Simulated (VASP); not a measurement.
Wanted: the native input for a VASP 6.6.1 run.

- Task: single point
- Functional: PBEsol
- Dispersion: D3(BJ)
- Potentials or basis: VASP PAW PBE potentials, release 64 (Tl_d)
- Cutoff: 520 eV
- k mesh: 9 × 9 × 5
- Occupations: fermi-dirac, width 0.05 eV
- Spin: no spin polarisation
- Dipole correction: no
- Further INCAR settings: ALGO = Fast; EDIFF = 1e-06; NBANDS = 20

The structure of Tl lies in POSCAR:

```
Tl
1.0
    3.4560000000      0.0000000000      0.0000000000
   -1.7280000000      2.9929837955      0.0000000000
    0.0000000000      0.0000000000      5.5250000000
Tl
2
Direct
    0.6666666667      0.3333333333      0.7500000000
    0.3333333333      0.6666666667      0.2500000000
```

The input as run:

INCAR

```
  PREC = Accurate
  ENCUT = 520
  EDIFF = 1E-6
  ISMEAR = -1
  SIGMA = 0.05
  LREAL = F
  LASPH = T
  NELM = 100
  ALGO = Fast
  ISIF = 2
  LWAVE = F
  LCHARG = F
  GGA = PS
  IVDW = 12
  NBANDS = 20
```

KPOINTS

```
regular mesh
0
Gamma
  9 9 5
```

Potentials or basis: VASP PAW PBE potentials, release 64 (Tl_d).

Command:

```sh
$ cat potpaw_PBE.64/Tl_d/POTCAR > POTCAR
$ mpirun -np 1 vasp_std > vasp.out
```

It gave:

The pressure is -2.0 GPa. The band gap on the k mesh is zero (band 13 reaches 8.48 eV, above the bottom of band 14 at 4.80 eV) and the dispersion energy per atom is -0.384 eV.

Caveat: three body term missing; the PAW data sets were made with another functional, which shifts forces and pressure a little; spin-orbit coupling is left out, which moves the levels of the heavy elements; pairwise dispersion overbinds metals, which lowers pressure and volume.

Wall time 52 s on 1 thread of Intel(R) Xeon(R) Platinum 8488C (Sapphire Rapids), with other jobs on the host, peak memory 0.2 GiB.
